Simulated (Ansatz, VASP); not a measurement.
## B: VASP beside Ansatz

```
B
1.0
     1.64364    0.00000    0.00000
    -0.82182    1.42343    0.00000
     0.00000    0.00000   17.56371
B
4
Direct
  0.00000 0.00000 0.00000
  0.00000 0.00000 0.50000
  0.33333 0.66667 0.25000
  0.66667 0.33333 0.75000
```

Alike in both runs: task single point; functional PBE; k mesh 23 × 23 × 2; occupations fermi-dirac, width 0.1 eV; no spin polarisation.

|  | VASP | Ansatz |
| --- | --- | --- |
| version | VASP 6.6.1 | Ansatz 0.2.0 |
| potentials or method | VASP PAW PBE potentials, release 64 (B), cutoff 500 eV | plane waves (420 eV) with PAW, scalar-relativistic |
| valence electrons in the cell | 12 | 12 |

|  | VASP | Ansatz | Ansatz less VASP |
| --- | --- | --- | --- |
| pressure (GPa) | 21.4 | 21.4 | 0.00 |
| traceless stress, the component that is largest in VASP (GPa) | -21.70 | -21.64 | +0.067 |

The functional is the same, so the differences come from potentials, cutoffs and numerics.
